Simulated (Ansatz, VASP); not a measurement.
**One calculation of Zn, two programs**

File INCAR:

```
SYSTEM = Zn
PREC     = Accurate       ! precision mode
ENCUT    = 520            ! plane-wave cutoff, eV
EDIFF    = 1E-6           ! SCF threshold, eV
ISMEAR   = -1             ! smearing method
SIGMA    = 0.1            ! smearing width, eV
LREAL    = .False.        ! projectors in reciprocal space
LASPH    = .True.         ! aspherical terms in the spheres
NELM     = 100            ! most SCF steps
ALGO     = Normal         ! electronic algorithm
ISIF     = 2              ! what is computed and relaxed
LWAVE    = .False.        ! write WAVECAR
LCHARG   = .False.        ! write CHGCAR
GGA      = RE             ! functional
NBANDS   = 19             ! bands
```

The input KPOINTS:

```
regular mesh
0
Gamma
  22 22 10
  0 0 0
```

The input POSCAR:

```
Zn
1.0
    2.7846478829      0.0000000000      0.0000000000
   -1.3923239414      2.4115758072      0.0000000000
    0.0000000000      0.0000000000      5.2245714767
Zn
2
Direct
    0.3333333333      0.6666666667      0.2500000000
    0.6666666667      0.3333333333      0.7500000000
```

Input for Ansatz:

```yaml
crystal:
  lattice:
    - [2.7846478829, 0.0, 0.0]
    - [-1.3923239414, 2.4115758072, 0.0]
    - [0.0, 0.0, 5.2245714767]
  atoms:
    - { symbol: Zn, position: [0.3333333333, 0.6666666667, 0.25] }
    - { symbol: Zn, position: [0.6666666667, 0.3333333333, 0.75] }
hamiltonian:
  xc: revpbe
  pseudopotentials:
    kind: paw
    azcp:
      Zn: "pseudopotentials/Zn.paw.azcp"
basis:
  ecutwfc: 420
  fft_grid_basis: typed
kpoints:
  mp_grid: { grid: [22, 22, 10], shift: [0, 0, 0] }
magnetization:
  spin_polarized: false
scf:
  occupations: { method: fermi_dirac, width: 0.1 }
output:
  stress: true
```

Alike in both runs: task single point; functional revPBE; k mesh 22 × 22 × 10; occupations fermi-dirac, width 0.1 eV; no spin polarisation.

|  | VASP | Ansatz |
| --- | --- | --- |
| version | VASP 6.6.1 | Ansatz 0.2.0 |
| potentials or method | VASP PAW PBE potentials, release 64 (Zn), cutoff 520 eV | plane waves (420 eV) with PAW, scalar-relativistic |
| valence electrons in the cell | 24 | 24 |

```csv
,VASP,Ansatz,Ansatz less VASP
pressure (GPa),-5.2,-5.4,-0.22
"traceless stress, the component that is largest in VASP (GPa)",1.61,1.70,+0.083
```

VASP's potentials were made for PBE, not for revPBE. The functional is the same, so the differences come from potentials, cutoffs and numerics.
